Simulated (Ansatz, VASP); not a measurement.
# AlCu3 in VASP and in Ansatz

Contents of INCAR:

```
SYSTEM = AlCu3
ALGO = Fast
EDIFF = 1E-6
ENCUT = 520
GGA = PS
ISIF = 2
ISMEAR = 0
LASPH = .TRUE.
LCHARG = .TRUE.
LELF = .TRUE.
LREAL = .FALSE.
LVHAR = .TRUE.
LWAVE = .FALSE.
NBANDS = 26
NELM = 60
PREC = Accurate
SIGMA = 0.1
```

File KPOINTS:

```
k-points
0
G
  10 10 10
  0 0 0
```

Contents of POSCAR:

```
AlCu3
1.0
    3.7688314629      0.0000000000      0.0000000000
    0.0000000000      3.6597101628      0.0000000000
    0.0000000000      0.0000000000      3.6597101628
Al Cu
1 3
Direct
   -0.0811021315      0.0000000000      0.0000000000
    0.4859535413      0.5000000000      0.0000000000
    0.4859535413      0.0000000000      0.5000000000
    0.1091950489      0.5000000000      0.5000000000
```

Input for Ansatz:

```yaml
crystal:
  lattice:
    - [3.7688314629, 0.0, 0.0]
    - [0.0, 3.6597101628, 0.0]
    - [0.0, 0.0, 3.6597101628]
  atoms:
    - { symbol: Al, position: [-0.0811021315, 0.0, 0.0] }
    - { symbol: Cu, position: [0.4859535413, 0.5, 0.0] }
    - { symbol: Cu, position: [0.4859535413, 0.0, 0.5] }
    - { symbol: Cu, position: [0.1091950489, 0.5, 0.5] }
basis:
  ecutwfc: 420
kpoints:
  mp_grid: { grid: [10, 10, 10] }
hamiltonian:
  xc: pbesol
scf:
  occupations: { method: gaussian, width: 0.1 }
output:
  forces: true
  stress: true
  eigenvalues: true
  populations: true
```

Alike in both runs: task single point; functional PBEsol; k mesh 10 × 10 × 10; occupations gaussian, width 0.1 eV; no spin polarisation.

|  | VASP | Ansatz |
| --- | --- | --- |
| version | VASP 6.6.1 | Ansatz 0.2.0 |
| potentials or method | VASP PAW PBE potentials, release 64 (Al, Cu), cutoff 520 eV | scalar-relativistic, plane waves, PAW |
| valence electrons in the cell | 36 | 60 |

Ansatz gave:

```
gap on the k mesh at the Fermi level (eV)                     : none
pressure (GPa)                                                : 2.3
traceless stress, the component that is largest in VASP (GPa) : 0.30
rms of the force components (eV/Å)                            : 0.977
```

Problem. Which values does VASP return?

Solution. gap on the k mesh at the Fermi level (eV): none; pressure (GPa): 2.8; traceless stress, the component that is largest in VASP (GPa): 0.24; rms of the force components (eV/Å): 0.981.

VASP's potentials were made for PBE, not for PBEsol. Atom by atom the forces differ by 0.005 eV/Å (rms over components). A gap of «none» marks a metal or a gap that the smearing closes. VASP's potentials hold 36 valence electrons a cell and Ansatz's 60, so a difference there can come from the potentials and not from the codes.
